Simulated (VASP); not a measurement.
Rb, 1 atom in the cell. Symmetry: Im-3m, No. 229, cubic system. Conventional cell: a = 5.853 Å, b = 5.853 Å, c = 5.853 Å, α = 90.00°, β = 90.00°, γ = 90.00°.  This cell differs from its parent crystal: volume scaled by 1.10.

```yaml
Program: VASP 6.6.1
Task: single point
Functional: PBE
Potentials_or_basis: VASP PAW PBE potentials, release 64 (Rb_sv)
Cutoff: 520 eV
k_mesh: 10 × 10 × 10
Occupations: gaussian, width 0.1 eV
Spin: no spin polarisation
Dipole_correction: no
Further_INCAR_settings: ALGO = Normal; EDIFF = 1e-06; NBANDS = 10
```

Potentials or basis: VASP PAW PBE potentials, release 64 (Rb_sv).

Launch:

```bash
$ cat potpaw_PBE.64/Rb_sv/POTCAR > POTCAR
$ mpirun -np 1 vasp_std > vasp.out
```

Hardware: 1 thread of Intel(R) Xeon(R) Platinum 8259CL CPU @ 2.50GHz (Skylake/Cascade Lake), with other jobs on the host.

Problem. Estimate the wall time of this run.

Solution. Wall time 48 s on 1 thread of Intel(R) Xeon(R) Platinum 8259CL CPU @ 2.50GHz (Skylake/Cascade Lake), with other jobs on the host, peak memory 0.24 GiB. Counts: scf iterations 10, k points 47.
